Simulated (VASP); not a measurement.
TiRuN2:

```
CELL_PARAMETERS angstrom
3.00000 0.00000 0.00000
-1.50000 2.59808 0.00000
0.00000 0.00000 11.70000
ATOMIC_POSITIONS crystal
Ti 0.00000 0.00000 0.00000
Ti 0.00000 0.00000 0.50000
Ru 0.33333 0.66667 0.75000
Ru 0.66667 0.33333 0.25000
N 0.33333 0.66667 0.11800
N 0.66667 0.33333 0.88200
N 0.66667 0.33333 0.61800
N 0.33333 0.66667 0.38200
```

| Quantity | Value |
| --- | --- |
| Program | VASP 6.6.1 |
| Task | relaxation of cell and atoms |
| Functional | PBE |
| Potentials or basis | VASP PAW PBE potentials, release 64 (Ti_sv, Ru_pv, N) |
| Cutoff | 600 eV |
| k mesh | 5 × 5 × 1 |
| Occupations | gaussian, width 0.15 eV |
| Spin | collinear spin, ferromagnetic start |
| Starting moments | [1.0, 1.0, 1.0, 1.0, 0.0, 0.0, 0.0, 0.0] μB |

At the start: pressure -24.4 GPa; volume 11.40 Å³/atom.

**Question.** Where does the relaxation end?

**Answer.** Over 9 steps the energy falls by 299.3 meV/atom and the volume is 9.89 Å³/atom (-13.2 %); space group P6_3/mmc (No. 194, to 0.1 Å) before and after; moment 0.00 μB per cell.

The path:
| step | energy change (eV) | largest force (eV/Å) | pressure (GPa) | volume (Å³) |
| --- | --- | --- | --- | --- |
| 1 | 0.0000 | 0.9413 | -24.40 | 91.19 |
| 2 | -0.7644 | 1.2316 | 47.70 | 69.85 |
| 3 | -1.7028 | 0.3085 | 6.62 | 77.75 |
| 4 | -2.3115 | 0.3788 | 3.12 | 78.42 |
| 5 | -2.3825 | 0.2814 | 2.28 | 78.57 |
| 6 | -2.3831 | 0.2635 | 2.19 | 78.59 |
| 7 | -2.3849 | 0.0025 | -3.21 | 80.11 |
| 8 | -2.3923 | 0.1234 | -0.72 | 79.39 |
| 9 | -2.3946 | 0.0075 | 0.00 | 79.15 |

Final structure:
```yaml
crystal:
  lattice:
    - [3.05548, 0.00000, 0.00000]
    - [-1.52774, 2.64612, 0.00000]
    - [0.00000, 0.00000, 9.78970]
  atoms:
    - { symbol: Ti, position: [0.00000, 0.00000, 0.00000] }
    - { symbol: Ti, position: [0.00000, 0.00000, 0.50000] }
    - { symbol: Ru, position: [0.33333, 0.66667, 0.75000] }
    - { symbol: Ru, position: [0.66667, 0.33333, 0.25000] }
    - { symbol: N, position: [0.33333, 0.66667, 0.11819] }
    - { symbol: N, position: [0.66667, 0.33333, 0.88181] }
    - { symbol: N, position: [0.66667, 0.33333, 0.61819] }
    - { symbol: N, position: [0.33333, 0.66667, 0.38181] }
```

Caveat: the k points lie up to 0.64 Å⁻¹ apart in the final cell, too coarse for converged energies and pressures of a metal; a cell axis changed by over 15 % at a fixed basis, so the end point is rough.
